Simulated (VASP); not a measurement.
A run of VASP 6.6.1 is set up as follows.

INCAR

```
SYSTEM = WC4
  PREC = Accurate
  ENCUT = 600
  EDIFF = 1E-6
  ISMEAR = 0
  SIGMA = 0.1
  LREAL = .FALSE.
  LASPH = .TRUE.
  NELM = 120
  ALGO = Normal
  ISIF = 2
  LWAVE = .FALSE.
  LCHARG = .FALSE.
  GGA = PE
  NBANDS = 23
  GGA_COMPAT = .FALSE.
```

KPOINTS

```
Automatic mesh
0
G
  6 6 2
  0 0 0
```

File POSCAR:

```
WC4
1.0
    2.5035316742      0.0000000000      0.0000000000
   -1.2517658371      2.1681220290      0.0000000000
    0.0000000000      0.0000000000     11.4512876501
W C
1 4
Direct
    0.0000000000      0.0000000000      0.0000000000
    0.6666666667      0.3333333333      0.3489595430
    0.3333333333      0.6666666667      0.3489595430
    0.3333333333      0.6666666667      0.6510404570
    0.6666666667      0.3333333333      0.6510404570
```

Potentials or basis: VASP PAW PBE potentials, release 64 (W_sv, C).

Command:

```sh
$ cat potpaw_PBE.64/W_sv/POTCAR potpaw_PBE.64/C/POTCAR > POTCAR
$ mpirun -np 1 vasp_std > vasp.out
```

**Question.** What does it give for the band gap on the k mesh?

**Answer.** Zero (band 15 reaches 5.60 eV, above the bottom of band 16 at 3.57 eV).

**Question.** What does it give for the largest force?

**Answer.** 0.014 eV/Å.

**Question.** Predict the pressure.

**Answer.** 1.4 GPa.

Stress tensor (GPa, compression positive):
```
0.95 0.00 0.00
0.00 0.95 0.00
0.00 0.00 2.18
```

Caveat: the k points lie up to 0.48 Å⁻¹ apart; spin-orbit coupling is left out, which moves the levels of the heavy elements.
